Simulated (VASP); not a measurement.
# InSb (F-43m) in VASP: notebook

Runs on InSb. Level: PBE. Tasks: single point.

Program: VASP 6.6.1. These are calculated values, not measurements. Logs are shortened: lines on timing, memory, paths and dates and some standing lists are left out, and cuts for length are marked.

### 1 The cell of the first run

Symmetry: F-43m, No. 216, cubic system. Conventional cell: a = 6.284 Å, b = 6.284 Å, c = 6.284 Å, α = 90.00°, β = 90.00°, γ = 90.00°. In (site symmetry -43m) has 4 Sb at 2.72 Å within 3.6 Å. Sb (site symmetry -43m) has 4 In at 2.72 Å within 3.6 Å.

### 2 Single point, PBE (strain -0.030 along x and y, -0.030 along z)

INCAR reads:

```
SYSTEM = InSb
PREC = Accurate
ENCUT = 520
EDIFF = 1E-6
ISMEAR = 0
SIGMA = 0.15
LREAL = .FALSE.
LASPH = .TRUE.
NELM = 100
ALGO = Normal
ISIF = 2
LWAVE = .FALSE.
LCHARG = .TRUE.
GGA = PE
LELF = .TRUE.
LVHAR = .TRUE.
NBANDS = 16
```

KPOINTS reads:

```
regular mesh
0
G
  12 12 12
  0 0 0
```

POSCAR reads:

```
InSb
1.0
    0.0000000000      3.1419270000      3.1419270000
    3.1419270000      0.0000000000      3.1419270000
    3.1419270000      3.1419270000      0.0000000000
In Sb
1 1
Direct
    0.0000000000      0.0000000000      0.0000000000
    0.7500000000      0.7500000000      0.7500000000
```

Potentials or basis: VASP PAW PBE potentials, release 64 (In_d, Sb).

Run with:

```
$ cat potpaw_PBE.64/In_d/POTCAR potpaw_PBE.64/Sb/POTCAR > POTCAR
$ mpirun -np 1 vasp_std > vasp.out
```

OUTCAR:

```text
SYSTEM = InSb
   PREC = Accurate
   ENCUT = 520
   EDIFF = 1E-6
   ISMEAR = 0
   LREAL = .FALSE.
   LASPH = .TRUE.
   NELM = 100
   ISIF = 2
   GGA = PE

 ion  position               nearest neighbor table
   1  0.000  0.000  0.000-   2 2.72   2 2.72   2 2.72   2 2.72
   2  0.750  0.750  0.750-   1 2.72   1 2.72   1 2.72   1 2.72

  LATTYP: Found a face centered cubic cell.
 ALAT       =     6.2838540000

  Lattice vectors:

 A1 = (   0.0000000000,   3.1419270000,   3.1419270000)
 A2 = (   3.1419270000,   0.0000000000,   3.1419270000)
 A3 = (   3.1419270000,   3.1419270000,   0.0000000000)

Analysis of symmetry for initial positions (statically):
=====================================================================
 Subroutine PRICEL returns:
 Original cell was already a primitive cell.

 Routine SETGRP: Setting up the symmetry group for a
 face centered cubic supercell.

 Subroutine GETGRP returns: Found 24 space group operations
 (whereof 24 operations were pure point group operations)
 out of a pool of 48 trial point group operations.

The static configuration has the point symmetry T_d .

Analysis of symmetry for dynamics (positions and initial velocities):
=====================================================================
 Subroutine PRICEL returns:
 Original cell was already a primitive cell.

 Routine SETGRP: Setting up the symmetry group for a
 face centered cubic supercell.

 Subroutine GETGRP returns: Found 24 space group operations
 (whereof 24 operations were pure point group operations)
 out of a pool of 48 trial point group operations.

The dynamic configuration has the point symmetry T_d .

 Subroutine INISYM returns: Found 24 space group operations
 (whereof 24 operations are pure point group operations),
 and found     1 'primitive' translations

----------------------------------------------------------------------------------------

                                     Primitive cell

  volume of cell :      62.0324

  direct lattice vectors                    reciprocal lattice vectors
     0.000000000  3.141927000  3.141927000    -0.159138007  0.159138007  0.159138007
     3.141927000  0.000000000  3.141927000     0.159138007 -0.159138007  0.159138007
     3.141927000  3.141927000  0.000000000     0.159138007  0.159138007 -0.159138007

  length of vectors
     4.443355775  4.443355775  4.443355775     0.275635113  0.275635113  0.275635113

  position of ions in fractional coordinates (direct lattice)
     0.000000000  0.000000000  0.000000000
     0.750000000  0.750000000  0.750000000

  ion indices of the primitive-cell ions
   primitive index   ion index
                 1           1
                 2           2

----------------------------------------------------------------------------------------

 KPOINTS: regular mesh

Automatic generation of k-mesh.
 Grid dimensions read from file:
 generate k-points for:   12   12   12

 Generating k-lattice:

  Cartesian coordinates                     Fractional coordinates (reciprocal lattice)
    -0.013261501  0.013261501  0.013261501     0.083333333  0.000000000  0.000000000
     0.013261501 -0.013261501  0.013261501     0.000000000  0.083333333  0.000000000
     0.013261501  0.013261501 -0.013261501     0.000000000  0.000000000  0.083333333

  Length of vectors
     0.022969593  0.022969593  0.022969593

  Shift w.r.t. Gamma in fractional coordinates (k-lattice)
     0.000000000  0.000000000  0.000000000

 Subroutine IBZKPT returns following result:
 ===========================================

 Found     72 irreducible k-points:

 Following reciprocal coordinates:
            Coordinates               Weight
  0.000000  0.000000  0.000000      1.000000
  0.083333  0.000000  0.000000      8.000000
  0.166667  0.000000  0.000000      8.000000
  0.250000  0.000000  0.000000      8.000000
  0.333333  0.000000  0.000000      8.000000
  0.416667  0.000000  0.000000      8.000000
[... 16 lines left out ...]
  0.500000  0.166667  0.000000     24.000000
 -0.416667  0.166667  0.000000     24.000000
 [... further k-points ...]
   k-points           NKPTS =     72   k-points in BZ     NKDIM =     72   number of bands    NBANDS=     16
   number of dos      NEDOS =    301   number of ions     NIONS =      2
   total plane-waves  NPLWV =  46656
   dimension x,y,z NGX =    36 NGY =   36 NGZ =   36
   dimension x,y,z NGXF=    72 NGYF=   72 NGZF=   72
   ions per type =               1   1
   NGX,Y,Z   is equivalent  to a cutoff of  13.47, 13.47, 13.47 a.u.
   NGXF,Y,Z  is equivalent  to a cutoff of  26.94, 26.94, 26.94 a.u.
 SYSTEM =  InSb
   PREC   = accura    normal or accurate (medium, high low for compatibility)
   ISTART =      0    job   : 0-new  1-cont  2-samecut
   ICHARG =      2    charge: 1-file 2-atom 10-const
   ISPIN  =      1    spin polarized calculation?
   LNONCOLLINEAR =      F non collinear calculations
   LSORBIT =      F    spin-orbit coupling
   LASPH  =      T    aspherical Exc in radial PAW
   ENCUT  =  520.0 eV  38.22 Ry    6.18 a.u.   8.26  8.26  8.26*2*pi/ulx,y,z
   NELM   =    100;   NELMIN=  2; NELMDL= -5     # of ELM steps
   EDIFF  = 0.1E-05   stopping-criterion for ELM
   LREAL  =      F    real-space projection
   EDIFFG = 0.1E-04   stopping-criterion for IOM
   NSW    =      0    number of steps for IOM
   IBRION =     -1    ionic relax: 0-MD 1-quasi-New 2-CG
   NFREE  =      0    steps in history (QN), initial steepest desc. (CG)
   ISIF   =      2    stress and relaxation
   ISYM   =      2    0-nonsym 1-usesym 2-fastsym
   POTIM  = 0.5000    time-step for ionic-motion
   TEBEG  =    0.0;   TEEND  =   0.0 temperature during run
   PSTRESS=    0.0 pullay stress
   NELECT =      18.0000    total number of electrons
   NUPDOWN=      -1.0000    fix difference up-down
   EMIN   =  10.00;   EMAX   =-10.00  energy-range for DOS
   EFERMI =   0.00;   METHOD = LEGACY
   ISMEAR =     0;   SIGMA  =   0.15  broadening in eV -4-tet -1-fermi 0-gaus
   EFERMI_NEDOS =   21; number of points for ismear=-14 and -15
   IALGO  =     38    algorithm
   IMIX   =      4    mixing-type and parameters
     AMIX     =   0.40;   BMIX     =  1.00
     AMIX_MAG =   1.60;   BMIX_MAG =  1.00
  volume/ion in A,a.u.               =      31.02       209.31
  Fermi-wavevector in a.u.,A,eV,Ry     =   1.083826  2.048134 15.982476  1.174679
  Thomas-Fermi vector in A             =   2.219901
   LORBIT       =      0    0 simple, 1 ext, 2 COOP (PROOUT), +10 PAW based schemes
   GGA     = PE    functional components
   LHFCALC =     F    Hartree Fock is set to
   AEXX    =    0.0000 exact exchange contribution
   IVDW    =     0    specifies the selected vdW correction
   LEPSILON=     F    determine dielectric tensor
   LRPA    =     F    only Hartree local field effects (RPA)
 non-spin polarized calculation
 Gauss-broadening in eV      SIGMA  =   0.15
  energy-cutoff  :      520.00
  volume of cell :       62.03
 maximum number of plane-waves:      1700
 NGX is ok and might be reduce to    36
   NGX = 17   NGY = 17   NGZ = 17

 number of electron      18.0000001 magnetization

 Free energy of the ion-electron system (eV)
  ---------------------------------------------------
  ext. energy  EPLUGINS =         0.00000000
  ---------------------------------------------------
  free energy    TOTEN  =        -6.69247016 eV

  energy without entropy =       -6.69241977  energy(sigma->0) =       -6.69244496

 E-fermi :   6.3463     XC(G=0):  -9.0858

 val. band max:        6.1349623598   @ k =   0.0000   0.0000   0.0000
 cond. band min:       6.4866208622   @ k =   0.0000   0.0000   0.0000
 fundamental gap:      0.3516585025
 Fermi energy:         6.3462568188

 k-point     1 :       0.0000    0.0000    0.0000
  band No.  band energies     occupation
      1      -8.7059      2.00000
      2      -8.7059      2.00000
      3      -8.7059      2.00000
      4      -8.5914      2.00000
      5      -8.5914      2.00000
      6      -5.2115      2.00000
[... 8 lines left out ...]
     15      14.5979      0.00000
     16      14.5979      0.00000

 k-point     2 :       0.0833    0.0000    0.0000
  band No.  band energies     occupation
      1      -8.7107      2.00000
      2      -8.7038      2.00000
      3      -8.7038      2.00000
      4      -8.5916      2.00000
      5      -8.5916      2.00000
      6      -5.1390      2.00000
[... 8 lines left out ...]
     15      13.9656      0.00000
     16      13.9656      0.00000

 k-point     3 :       0.1667    0.0000    0.0000
  band No.  band energies     occupation
      1      -8.7238      2.00000
      2      -8.6983      2.00000
      3      -8.6983      2.00000
      4      -8.5920      2.00000
      5      -8.5920      2.00000
      6      -4.9263      2.00000
[... 8 lines left out ...]
     15      13.4981      0.00000
     16      13.4981      0.00000

 k-point     4 :       0.2500    0.0000    0.0000
  band No.  band energies     occupation
      1      -8.7413      2.00000
      2      -8.6913      2.00000
      3      -8.6913      2.00000
      4      -8.5919      2.00000
      5      -8.5919      2.00000
      6      -4.5910      2.00000
[... 8 lines left out ...]
     15      13.4851      0.00000
     16      13.4851      0.00000

 k-point     5 :       0.3333    0.0000    0.0000
  band No.  band energies     occupation
      1      -8.7584      2.00000
      2      -8.6851      2.00000
      3      -8.6851      2.00000
      4      -8.5910      2.00000
      5      -8.5910      2.00000
      6      -4.1748      2.00000
[... 8 lines left out ...]
     15      13.9902      0.00000
     16      13.9902      0.00000

 k-point     6 :       0.4167    0.0000    0.0000
  band No.  band energies     occupation
      1      -8.7706      2.00000
      2      -8.6811      2.00000
      3      -8.6811      2.00000
      4      -8.5898      2.00000
      5      -8.5898      2.00000
      6      -3.7772      2.00000
[... 8 lines left out ...]
     15      14.8615      0.00000
     16      14.8615      0.00000

 k-point     7 :       0.5000    0.0000    0.0000
  band No.  band energies     occupation
      1      -8.7751      2.00000
      2      -8.6798      2.00000
      3      -8.6798      2.00000
      4      -8.5892      2.00000
      5      -8.5892      2.00000
      6      -3.5962      2.00000
[... 8 lines left out ...]
     15      15.5594      0.00000
     16      15.5594      0.00000

 k-point     8 :       0.0833    0.0833    0.0000
  band No.  band energies     occupation
      1      -8.7146      2.00000
      2      -8.7019      2.00000
      3      -8.7019      2.00000
      4      -8.5929      2.00000
      5      -8.5906      2.00000
      6      -5.1147      2.00000
[... 8 lines left out ...]
     15      13.3028      0.00000
     16      14.6681      0.00000

 k-point     9 :       0.1667    0.0833    0.0000
  band No.  band energies     occupation
      1      -8.7258      2.00000
      2      -8.6974      2.00000
      3      -8.6964      2.00000
      4      -8.5944      2.00000
      5      -8.5900      2.00000
      6      -4.9485      2.00000
[... 8 lines left out ...]
     15      13.2634      0.00000
     16      14.2528      0.00000
[... 172 lines left out ...]
 k-point    19 :       0.1667    0.1667    0.0000
  band No.  band energies     occupation
      1      -8.7373      2.00000
      2      -8.6908      2.00000
      3      -8.6908      2.00000
      4      -8.5974      2.00000
      5      -8.5885      2.00000
      6      -4.8302      2.00000
[... 8 lines left out ...]
     15      13.7492      0.00000
     16      14.8781      0.00000

 k-point    20 :       0.2500    0.1667    0.0000
  band No.  band energies     occupation
      1      -8.7516      2.00000
      2      -8.6843      2.00000
      3      -8.6834      2.00000
      4      -8.6001      2.00000
      5      -8.5873      2.00000
      6      -4.5797      2.00000
[... 8 lines left out ...]
     15      14.4691      0.00000
     16      14.7787      0.00000

 k-point    21 :       0.3333    0.1667    0.0000
  band No.  band energies     occupation
      1      -8.7655      2.00000
      2      -8.6791      2.00000
      3      -8.6765      2.00000
      4      -8.6012      2.00000
      5      -8.5865      2.00000
      6      -4.2205      2.00000
[... 8 lines left out ...]
     15      14.6193      0.00000
     16      14.9867      0.00000

 k-point    22 :       0.4167    0.1667    0.0000
  band No.  band energies     occupation
      1      -8.7766      2.00000
      2      -8.6757      2.00000
      3      -8.6718      2.00000
      4      -8.6000      2.00000
      5      -8.5865      2.00000
      6      -3.8084      2.00000
[... 8 lines left out ...]
     15      15.1141      0.00000
     16      15.6154      0.00000

 k-point    23 :       0.5000    0.1667    0.0000
  band No.  band energies     occupation
      1      -8.7825      2.00000
      2      -8.6741      2.00000
      3      -8.6700      2.00000
      4      -8.5972      2.00000
      5      -8.5878      2.00000
      6      -3.4721      2.00000
[... 8 lines left out ...]
     15      15.5148      0.00000
     16      15.6642      0.00000

 k-point    24 :      -0.4167    0.1667    0.0000
  band No.  band energies     occupation
      1      -8.7821      2.00000
      2      -8.6742      2.00000
      3      -8.6714      2.00000
      4      -8.5941      2.00000
      5      -8.5904      2.00000
      6      -3.4167      2.00000
[... 8 lines left out ...]
     15      14.5612      0.00000
     16      14.8898      0.00000

 [... further k-points ...]

------------------------ aborting loop because EDIFF is reached ----------------------------------------

  FORCE on cell =-STRESS in cart. coord.  units (eV):
  Direction    XX          YY          ZZ          XY          YZ          ZX
  --------------------------------------------------------------------------------------
  -------------------------------------------------------------------------------------
  Total        3.4308617      3.4308617      3.4308617      0.0000000      0.0000000     -0.0000000
  in kB       88.6126095     88.6126095     88.6126095      0.0000000      0.0000000     -0.0000000
  external PRESSURE =      88.6126095 kB  Pullay stress =       0.0000000 kB

 VOLUME and BASIS-vectors are now :
 -----------------------------------------------------------------------------
  energy-cutoff  :      520.00
  volume of cell :       62.03
      direct lattice vectors                 reciprocal lattice vectors
     0.000000000  3.141927000  3.141927000    -0.159138007  0.159138007  0.159138007
     3.141927000  0.000000000  3.141927000     0.159138007 -0.159138007  0.159138007
     3.141927000  3.141927000  0.000000000     0.159138007  0.159138007 -0.159138007

 POSITION                                       TOTAL-FORCE (eV/Angst)
 -----------------------------------------------------------------------------------
      0.00000      0.00000      0.00000        -0.000000     -0.000000      0.000000
      4.71289      4.71289      4.71289         0.000000      0.000000     -0.000000
 -----------------------------------------------------------------------------------
    total drift:                                0.000000      0.000000     -0.000000

  FREE ENERGIE OF THE ION-ELECTRON SYSTEM (eV)
  ---------------------------------------------------
  free  energy   TOTEN  =        -6.6924701579 eV

  energy  without entropy=       -6.6924197678  energy(sigma->0) =       -6.69244496
```

Run time: 90 s. Hardware: 1 thread of Intel Xeon 8259CL, shared host; peak memory 0.25 GiB.

What came out:

| Quantity | Value |
| --- | --- |
| Free energy | -6.6925 eV |
| Pressure | 8.9 GPa |
| Band gap on the k mesh | 0.35 eV |

Caveat: the cell differs from its parent crystal (strain -0.030 along x and y, -0.030 along z); the cell stands under pressure; semilocal functionals underestimate gaps, and a narrow one can read as zero; spin-orbit coupling is left out, which moves the levels of the heavy elements. A k mesh can miss the band edges.

(Continued in part 2 of 2.)

The gap in the log of VASP goes by the Fermi energy; the results here count the filled bands.